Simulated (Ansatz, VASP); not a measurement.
One calculation of Ta2N, two programs

```
CELL_PARAMETERS angstrom
5.37631 0.00000 0.00000
-2.68816 4.65602 0.00000
0.00000 0.00000 4.61933
ATOMIC_POSITIONS crystal
Ta 0.71474 0.71474 0.75260
Ta 0.00000 0.28526 0.75260
Ta 0.28526 0.00000 0.75260
Ta 0.28526 0.28526 0.24740
Ta 0.00000 0.71474 0.24740
Ta 0.71474 0.00000 0.24740
N 0.66667 0.33333 0.50000
N 0.33333 0.66667 0.50000
N 0.00000 0.00000 0.00000
```

Alike in both runs: task single point; functional LDA; k mesh 9 × 9 × 8; occupations gaussian, width 0.15 eV; no spin polarisation.

```csv
,VASP,Ansatz
version,VASP 6.6.1,Ansatz 0.2.0
potentials or method,"VASP PAW LDA potentials, release 64 (Ta_pv, N), cutoff 520 eV","scalar-relativistic, plane waves, PAW"
valence electrons in the cell,81,93
```

```tsv
	VASP	Ansatz	Ansatz less VASP
gap on the k mesh at the Fermi level (eV)	none	none	-
rms of the force components (eV/Å)	4.529	4.476	-0.0528
```

Ansatz warns that its potentials were made for another functional, while VASP's fit it. LDA's correlation is that of Perdew and Zunger in VASP and of Perdew and Wang (1992) in Ansatz. Atom by atom the forces differ by 0.053 eV/Å (rms over components). A gap of «none» marks a metal or a gap that the smearing closes. VASP's potentials hold 81 valence electrons a cell and Ansatz's 93, so a difference there can come from the potentials and not from the codes.

Neither program's run includes spin-orbit coupling.
